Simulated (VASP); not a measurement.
Here is a VASP 6.6.1 calculation.

INCAR

```
SYSTEM = Al16SiCl3
  PREC = Accurate
  ENCUT = 520
  EDIFF = 1E-6
  ISMEAR = 0
  SIGMA = 0.1
  LREAL = Auto
  LASPH = .True.
  NELM = 80
  ALGO = Normal
  ISIF = 2
  LWAVE = .False.
  LCHARG = .False.
  LDIPOL = .True.
  IDIPOL = 3
  DIPOL = 0.5 0.5 0.498
  GGA = PE
  IVDW = 12
  NBANDS = 52
```

KPOINTS

```
regular mesh
0
Gamma
  6 6 1
  0 0 0
```

File POSCAR:

```
Al16SiCl3
1.0
    5.6324246406      0.0000000000      0.0000000000
   -2.8162123203      4.8778228237      0.0000000000
    0.0000000000      0.0000000000     26.5994244859
Al Si Cl
16 1 3
Direct
    0.3333333333      0.1666666667      0.3195557861
    0.3333333333      0.6666666667      0.3195557861
    0.8333333333      0.1666666667      0.3195557861
    0.8333333333      0.6666666667      0.3195557861
    0.6666666667      0.3333333333      0.4060023080
    0.6666666667      0.8333333333      0.4060023080
    0.1666666667      0.3333333333      0.4060023080
    0.1666666667      0.8333333333      0.4060023080
    0.0024211268      0.5008325379      0.4912883755
    0.0000000000      0.0000000000      0.4901944694
    0.4991674621      0.5015885889      0.4912883755
    0.4984114111     -0.0024211268      0.4912883755
    0.3333333333      0.6666666667      0.5793298863
    0.3321089656      0.1670348778      0.5773671971
    0.8349259122      0.6678910344      0.5773671971
    0.8329651222      0.1650740878      0.5773671971
    0.3333333333      0.6666666667      0.6711417640
   -0.0032187374      0.3308759491      0.7020896949
    0.6691240509      0.6659053135      0.7020896949
    0.3340946865      1.0032187374      0.7020896949
```

Potentials or basis: VASP PAW PBE potentials, release 64 (Al, Si, Cl).

Run with:

```sh
$ cat potpaw_PBE.64/Al/POTCAR potpaw_PBE.64/Si/POTCAR potpaw_PBE.64/Cl/POTCAR > POTCAR
$ mpirun -np 1 vasp_std > vasp.out
```

Task: What does it give for the largest force?

Result: 0.099 eV/Å.

Task: What does it give for the dispersion energy per atom?

Result: -0.264 eV.

Task: Estimate the band gap on the k mesh.

Result: Zero (an odd number of electrons rules out a gap without spin polarisation).

Forces on the atoms (eV/Å):
```
Al  -0.025 -0.013 -0.053
Al   0.000  0.000  0.045
Al   0.024 -0.015 -0.053
Al   0.001  0.028 -0.053
Al   0.000  0.000  0.099
Al  -0.043 -0.030  0.004
Al  -0.004  0.052  0.004
Al   0.047 -0.022  0.004
Al   0.007  0.001  0.001
Al   0.000  0.000 -0.001
Al  -0.005  0.006  0.001
Al  -0.003 -0.007  0.001
Al   0.000  0.000  0.004
Al  -0.002  0.002 -0.001
Al   0.003  0.001 -0.001
Al  -0.001 -0.002 -0.001
Si   0.000  0.000  0.072
Cl   0.024  0.040 -0.025
Cl  -0.047  0.001 -0.025
Cl   0.022 -0.041 -0.025
```

Caveat: an odd number of electrons without spin polarisation forces a metal; a magnetic or distorted state may lie lower.
